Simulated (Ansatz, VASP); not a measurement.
**Two plane-wave programs on MgO**

The input INCAR:

```
SYSTEM = MgO
ALGO = Normal ; EDIFF = 1E-6
ENCUT = 520 ; GGA = PS
ISIF = 2 ; ISMEAR = 0
LASPH = .True. ; LCHARG = .False.
LREAL = .False. ; LWAVE = .False.
NBANDS = 26 ; NELM = 60
PREC = Accurate ; SIGMA = 0.05
```

The input KPOINTS:

```
k-points
0
Gamma
  9 9 4
  0 0 0
```

File POSCAR:

```
MgO
1.0
    3.2553371795      0.0000000000      0.0000000000
   -1.6276685897      2.8192046953      0.0000000000
    0.0000000000      0.0000000000     10.4149514991
Mg O
4 4
Direct
    0.3333333333      0.6666666667      0.9695963559
    0.0000000000      0.0000000000      0.2209473890
    0.0000000000      0.0000000000      0.7209473890
    0.6666666667      0.3333333333      0.4695963559
    0.3333333333      0.6666666667      0.7799156657
   -0.0798688387      0.0000000000      0.5794669904
    0.0000000000      0.0000000000      0.0295387694
    0.6666666667      0.3333333333      0.2799156657
```

Input for Ansatz:

```yaml
crystal:
  lattice:
    - [3.2553371795, 0.0, 0.0]
    - [-1.6276685897, 2.8192046953, 0.0]
    - [0.0, 0.0, 10.4149514991]
  atoms:
    - { symbol: Mg, position: [0.3333333333, 0.6666666667, 0.9695963559] }
    - { symbol: Mg, position: [0.0, 0.0, 0.220947389] }
    - { symbol: Mg, position: [0.0, 0.0, 0.720947389] }
    - { symbol: Mg, position: [0.6666666667, 0.3333333333, 0.4695963559] }
    - { symbol: O, position: [0.3333333333, 0.6666666667, 0.7799156657] }
    - { symbol: O, position: [-0.0798688387, 0.0, 0.5794669904] }
    - { symbol: O, position: [0.0, 0.0, 0.0295387694] }
    - { symbol: O, position: [0.6666666667, 0.3333333333, 0.2799156657] }
basis:
  ecutwfc: 420
kpoints:
  mp_grid: { grid: [9, 9, 4] }
hamiltonian:
  xc: pbesol
  pseudopotentials: { kind: paw, azcp: { folder: soft_1 } }
scf:
  occupations: { method: gaussian, width: 0.05 }
output:
  forces: true
  stress: true
  eigenvalues: true
```

Alike in both runs: task single point; functional PBEsol; k mesh 9 × 9 × 4; occupations gaussian, width 0.05 eV; no spin polarisation.

```csv
,VASP,Ansatz
version,VASP 6.6.1,Ansatz 0.2.0
potentials or method,"VASP PAW PBE potentials, release 64 (Mg, O), cutoff 520 eV","scalar-relativistic, plane waves, PAW"
valence electrons in the cell,32,64
```

```csv
,VASP,Ansatz,Ansatz less VASP
gap on the k mesh at the Fermi level (eV),1.28,1.34,+0.057
least direct gap on the mesh (eV),1.28,1.34,+0.057
pressure (GPa),10.7,10.1,-0.60
"traceless stress, the component that is largest in VASP (GPa)",21.89,20.36,-1.534
rms of the force components (eV/Å),4.986,4.696,-0.2895
```

VASP's potentials were made for PBE, not for PBEsol, and Ansatz warns of the same on its side. Atom by atom the forces differ by 0.294 eV/Å (rms over components). VASP's potentials hold 32 valence electrons a cell and Ansatz's 64, so a difference there can come from the potentials and not from the codes.
